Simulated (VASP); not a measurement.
Here is a VASP 6.6.1 calculation.

Contents of INCAR:

```
SYSTEM = ZnSe2
PREC     = Accurate       ! precision mode
ENCUT    = 520            ! plane-wave cutoff, eV
EDIFF    = 1E-7           ! SCF threshold, eV
ISMEAR   = 0              ! smearing method
SIGMA    = 0.05           ! smearing width, eV
LREAL    = .FALSE.        ! projectors in reciprocal space
LASPH    = .TRUE.         ! aspherical terms in the spheres
NELM     = 60             ! most SCF steps
ALGO     = Normal         ! electronic algorithm
ISIF     = 2              ! what is computed and relaxed
LWAVE    = .FALSE.        ! write WAVECAR
LCHARG   = .TRUE.         ! write CHGCAR
GGA      = PS             ! functional
LELF     = .TRUE.         ! ELF
LVHAR    = .TRUE.       
NBANDS   = 60             ! bands
```

Contents of KPOINTS:

```
regular mesh
0
G
  6 6 6
  0 0 0
```

File POSCAR:

```
ZnSe2
1.0
    6.1148868002      0.0000000000      0.0000000000
    0.0000000000      6.1148868002      0.0000000000
    0.0000000000      0.0000000000      6.4946212705
Zn Se
4 8
Direct
    0.5000000000      0.5000000000      0.0000000000
    0.5000000000      0.0000000000      0.5000000000
    0.0000000000      0.5000000000      0.5000000000
    0.0000000000      0.0000000000      0.0000000000
    0.1099579274      0.8900420726      0.3900420726
    0.8900420726      0.3900420726      0.1099579274
    0.3900420726      0.1099579274      0.8900420726
    0.6099579274      0.6099579274      0.6099579274
    0.8900420726      0.1099579274      0.6099579274
    0.1099579274      0.6099579274      0.8900420726
    0.6099579274      0.8900420726      0.1099579274
    0.3900420726      0.3900420726      0.3900420726
```

Potentials or basis: VASP PAW PBE potentials, release 64 (Zn, Se).

Launch:

```sh
$ cat potpaw_PBE.64/Zn/POTCAR potpaw_PBE.64/Se/POTCAR > POTCAR
$ mpirun -np 1 vasp_std > vasp.out
```

Question: What does it give for the pressure?

Answer: 0.5 GPa.

Question: What does it give for the largest force?

Answer: 0.058 eV/Å.

Stress tensor (GPa, compression positive):
```
 1.41  0.00  0.00
 0.00  1.43  0.00
 0.00  0.00 -1.24
```

Caveat: the PAW data sets were made with another functional, which shifts forces and pressure a little.
